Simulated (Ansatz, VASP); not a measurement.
Given: the input of a run of Ansatz 0.2.0 on Au.

File input.yaml:

```yaml
crystal:
  lattice:
    - [0.0, 2.035, 2.035]
    - [2.035, 0.0, 2.035]
    - [2.035, 2.035, 0.0]
  atoms:
    - { symbol: Au, position: [0.0, 0.0, 0.0], spin: -0.11 }
kpoints:
  mp_grid: { grid: [11, 11, 11] }
scf:
  occupations: { method: fermi_dirac, width: 0.025 }
hamiltonian:
  xc: rpbe
  dispersion: d4
  pseudopotentials:
    kind: all_electron
    lapw: { basis_error: 0.0005, small_component_spin: dirac_moment }
magnetization:
  spin_polarized: true
output:
  forces: true
  stress: true
  eigenvalues: true
```

Potentials or basis: all-electron LAPW, Dirac moment of small components.

The run is started by

```bash
$ ansatz run input.yaml --threads 1 --pin off --max-ram 2560MiB --backend cpu --events-out ev --progress --plain --runs-dir out
```

Problem. Set up the same calculation for VASP 6.6.1. Potentials there: VASP PAW PBE potentials, release 64 (Au).

Solution. As run (the cutoff follows the program's own potentials):

Contents of INCAR:

```
SYSTEM = Au
ALGO = Fast ; EDIFF = 1E-6
ENCUT = 520 ; GGA = RP
ISIF = 2 ; ISMEAR = -1
ISPIN = 2 ; IVDW = 13
LASPH = .True. ; LCHARG = .True.
LELF = .True. ; LMAXMIX = 4
LORBIT = 11 ; LREAL = .False.
LVHAR = .True. ; LWAVE = .False.
MAGMOM = -0.11 ; NBANDS = 16
NELM = 150 ; PREC = Accurate
SIGMA = 0.025
```

File KPOINTS:

```
k-points
0
Gamma
  11 11 11
  0 0 0
```

The input POSCAR:

```
Au
1.0
    0.0000000000      2.0350000000      2.0350000000
    2.0350000000      0.0000000000      2.0350000000
    2.0350000000      2.0350000000      0.0000000000
Au
1
Direct
    0.0000000000      0.0000000000      0.0000000000
```

Potentials or basis: VASP PAW PBE potentials, release 64 (Au).

The run is started by

```console
$ cat potpaw_PBE.64/Au/POTCAR > POTCAR
$ mpirun -np 1 vasp_std > vasp.out
```

Both were run:

|  | VASP | Ansatz | Ansatz less VASP |
| --- | --- | --- | --- |
| gap on the k mesh at the Fermi level (eV) | none | none | - |
| pressure (GPa) | 3.1 | 3.3 | +0.28 |
| net moment per atom (μB) | 0.00 | 0.00 | 0.000 |

VASP's potentials were made for PBE, not for RPBE. A gap of «none» marks a metal or a gap that the smearing closes. Ansatz ran all-electron here, and VASP with PAW potentials.

Neither program's run includes spin-orbit coupling.
